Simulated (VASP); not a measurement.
Sn, 1 atom in the cell. The structure is cubic, space group Fm-3m (No. 225). The conventional cell has a = 4.725 Å, b = 4.725 Å, c = 4.725 Å, α = 90.00°, β = 90.00°, γ = 90.00°. Within 4.4 Å of Sn (site symmetry m-3m) lie 12 Sn at 3.34 Å.  This cell differs from its parent crystal: volume scaled by 0.92.

* Program: VASP 6.6.1
* Task: single point
* Functional: revPBE
* Potentials or basis: VASP PAW PBE potentials, release 64 (Sn_d)
* Cutoff: 520 eV
* k mesh: 13 × 13 × 13
* Occupations: fermi-dirac, width 0.1 eV
* Spin: no spin polarisation
* Dipole correction: no
* Further INCAR settings: ALGO = Normal; EDIFF = 1e-07; NBANDS = 13

Potentials or basis: VASP PAW PBE potentials, release 64 (Sn_d).

The run is started by

```console
$ cat potpaw_PBE.64/Sn_d/POTCAR > POTCAR
$ mpirun -np 1 vasp_std > vasp.out
```

Hardware: 1 thread of Intel(R) Xeon(R) 6975P-C (Granite Rapids), on a shared host.

Question: Estimate the wall time of this run.

Answer: It took 14 s on 1 thread of Intel(R) Xeon(R) 6975P-C (Granite Rapids), on a shared host, peak memory 0.17 GiB. Counts: scf iterations 13, k points 84.
